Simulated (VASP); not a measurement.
# LiYP: relaxation of cell and atoms with PBE

LiYP:

```
Li Y P
1.0
     4.26733    0.00000    0.00000
    -2.13367    3.69562    0.00000
     0.00000    0.00000    5.28103
Li Y P
1 1 1
Direct
  0.33333 0.66667 0.50000
  0.66667 0.33333 0.00000
  0.66667 0.33333 0.50000
```

```json
{
  "Program": "VASP 6.6.1",
  "Task": "relaxation of cell and atoms",
  "Functional": "PBE",
  "Potentials or basis": "VASP PAW PBE potentials, release 64 (Li_sv, Y_sv, P)",
  "Cutoff": "600 eV",
  "k mesh": "12 × 12 × 10",
  "Occupations": "gaussian, width 0.1 eV",
  "Spin": "no spin polarisation",
  "Dipole correction": "no",
  "Further INCAR settings": "ALGO = Normal; EDIFF = 1e-06; IBRION = 2; EDIFFG = -0.01; NSW = 100; ISIF = 3"
}
```

```
Relaxed volume                         : 27.77 Å³/atom
Relaxed cell                           : a = 4.271 Å, b = 4.271 Å, c = 5.273 Å, α = 90.00°, β = 90.00°, γ = 120.00°
Space group after relaxing (to 0.05 Å) : P-6m2 (No. 187)
Energy gained by relaxing              : 0.1 meV/atom
Ionic steps                            : 7
Pressure after relaxing                : 0.0 GPa
```

The path:
```
step  energy change (eV)  largest force (eV/Å)  pressure (GPa)  volume (Å³)
   1              0.0000                0.0000           -0.06        83.28
   2             -0.0001                0.0000            0.14        83.16
   3             -0.0002                0.0000            0.06        83.21
   4             -0.0002                0.0000            0.06        83.22
   5             -0.0002                0.0000            0.04        83.23
   6             -0.0002                0.0000            0.05        83.22
   7             -0.0002                0.0000            0.02        83.31
```

Final structure:
```yaml
crystal:
  lattice:
    - [4.27126, 0.00000, 0.00000]
    - [-2.13563, 3.69902, 0.00000]
    - [0.00000, 0.00000, 5.27307]
  atoms:
    - { symbol: Li, position: [0.33333, 0.66667, 0.50000] }
    - { symbol: Y, position: [0.66667, 0.33333, 0.00000] }
    - { symbol: P, position: [0.66667, 0.33333, 0.50000] }
```

Levels at points of the mesh, in eV from the Fermi level:
```csv
k point,band 7,band 8,band 9,band 10,band 11,band 12,band 13
"(0.00, 0.00, 0.00)",-1.72,-1.05,0.22,0.22,1.65,1.65,2.54
"(0.50, 0.00, 0.00)",-2.19,-0.51,-0.17,-0.17,0.64,2.19,2.74
"(0.00, 0.00, 0.50)",-3.52,-0.99,-0.45,-0.45,1.78,1.78,3.69
"(0.50, 0.00, 0.50)",-2.55,-2.47,-1.09,-0.04,0.79,3.45,3.81
```

Wall time 6.5 min on 1 thread of Intel(R) Xeon(R) Platinum 8375C CPU @ 2.90GHz (Ice Lake) (shared host), peak memory 0.38 GiB.

Caveat: the cutoff is under 1.25 times the usual one of these potentials, so pressure, stress and relaxed cells hold a basis-set (Pulay) error.
